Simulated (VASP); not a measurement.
A run of VASP 6.6.1 is set up as follows.

INCAR

```
PREC     = Accurate       # precision mode
ENCUT    = 600            # plane-wave cutoff, eV
EDIFF    = 1E-6           # SCF threshold, eV
ISMEAR   = -1             # smearing method
SIGMA    = 0.05           # smearing width, eV
LREAL    = False          # projectors in reciprocal space
LASPH    = True           # aspherical terms in the spheres
NELM     = 100            # most SCF steps
ALGO     = Normal         # electronic algorithm
ISIF     = 3              # what is computed and relaxed
LWAVE    = False          # write WAVECAR
LCHARG   = False          # write CHGCAR
GGA      = PS             # functional
IBRION   = 2              # ionic algorithm
NSW      = 80             # ionic steps
EDIFFG   = -0.005         # ionic threshold
PSTRESS  = 100.0
```

KPOINTS

```
Automatic mesh
0
Gamma
  9 9 9
```

The input POSCAR:

```
SrO
1.0
    0.0000000000      2.5663000000      2.5663000000
    2.5663000000      0.0000000000      2.5663000000
    2.5663000000      2.5663000000      0.0000000000
Sr O
1 1
Direct
    0.5000000000      0.5000000000      0.5000000000
    0.0000000000      0.0000000000      0.0000000000
```

Potentials or basis: VASP PAW PBE potentials, release 64 (Sr_sv, O).

Run with:

```bash
$ cat potpaw_PBE.64/Sr_sv/POTCAR potpaw_PBE.64/O/POTCAR > POTCAR
$ mpirun -np 1 vasp_std > vasp.out
```

Problem. Estimate the relaxed volume.

Solution. 15.49 Å³/atom.

Problem. Estimate the space group after relaxing (to 0.1 Å).

Solution. Fm-3m (No. 225).

Problem. What does it give for the relaxed cell?

Solution. a = 3.525 Å, b = 3.525 Å, c = 3.525 Å, α = 60.00°, β = 60.00°, γ = 60.00°.

Problem. What does it give for the band gap on the k mesh?

Solution. 3.13 eV (least direct gap 3.15 eV).

Step by step:
```
step  energy change (eV)  largest force (eV/Å)  pressure (GPa)  volume (Å³)
   1              0.0000                0.0000           -0.01        33.80
   2              0.2779                0.0000           21.11        28.90
   3              0.0800                0.0000            9.91        30.99
   4              0.0834                0.0000           10.15        30.94
   5              0.0798                0.0000            9.89        31.00
   6              0.0813                0.0000           10.00        30.97
```

Caveat: the cell is relaxed towards a set pressure, so the run minimises the enthalpy, not the energy; the PAW data sets were made with another functional, which shifts forces and pressure a little; an odd mesh through Γ misses points on the zone boundary, where band edges can lie. As with any semilocal functional, this PBEsol gap is likely too small.
